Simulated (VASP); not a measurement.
Wanted: the native input for a VASP 6.6.1 run.

- Task: single point
- Functional: r2SCAN
- Potentials or basis: VASP PAW PBE potentials, release 64 (Na_pv)
- Cutoff: 550 eV
- k mesh: 18 × 18 × 18
- Occupations: fermi-dirac, width 0.1 eV
- Spin: no spin polarisation
- Dipole correction: no
- Further INCAR settings: ALGO = Normal; EDIFF = 1e-06; NBANDS = 10

Crystal: Na.

```
Na
1.0
    -1.91069    1.91069    1.91069
     1.91069   -1.91069    1.91069
     1.91069    1.91069   -1.91069
Na
1
Cartesian
  0.0000 0.0000 0.0000
```

These files were run (other wordings do the same):

POSCAR

```
Na
1.0
   -1.9106873455      1.9106873455      1.9106873455
    1.9106873455     -1.9106873455      1.9106873455
    1.9106873455      1.9106873455     -1.9106873455
Na
1
Direct
    0.0000000000      0.0000000000      0.0000000000
```

INCAR.step1

```
SYSTEM = Na
PREC = Accurate
ENCUT = 550
ISMEAR = -1
SIGMA = 0.1
LREAL = .False.
LASPH = .True.
NELM = 120
NBANDS = 10
GGA = PE
ALGO = Normal
EDIFF = 1E-5
LWAVE = .True.
LCHARG = .False.
GGA_COMPAT = .False.
```

INCAR.step2

```
SYSTEM = Na
PREC = Accurate
ENCUT = 550
EDIFF = 1E-6
ISMEAR = -1
SIGMA = 0.1
LREAL = .False.
LASPH = .True.
NELM = 120
ALGO = Normal
ISIF = 2
LWAVE = .False.
LCHARG = .False.
METAGGA = R2SCAN
LMIXTAU = .True.
NBANDS = 10
ISTART = 1
GGA_COMPAT = .False.
```

KPOINTS

```
Automatic mesh
0
Gamma
  18 18 18
  0 0 0
```

Potentials or basis: VASP PAW PBE potentials, release 64 (Na_pv).

Command:

```bash
$ cat potpaw_PBE.64/Na_pv/POTCAR > POTCAR
$ cp INCAR.step1 INCAR
$ mpirun -np 1 vasp_std > vasp.out
$ cp INCAR.step2 INCAR
$ mpirun -np 1 vasp_std > vasp.out
```

Results of the run:

```
Pressure               : 4.0 GPa
Band gap on the k mesh : zero (an odd number of electrons rules out a gap without spin polarisation)
```

Caveat: the cell stands under pressure; the PAW data sets were made with another functional, which shifts forces and pressure a little.

Wall time 5.4 min on 1 thread of Oxide Virtual Turin-like Processor, with other jobs on the host, peak memory 0.15 GiB.
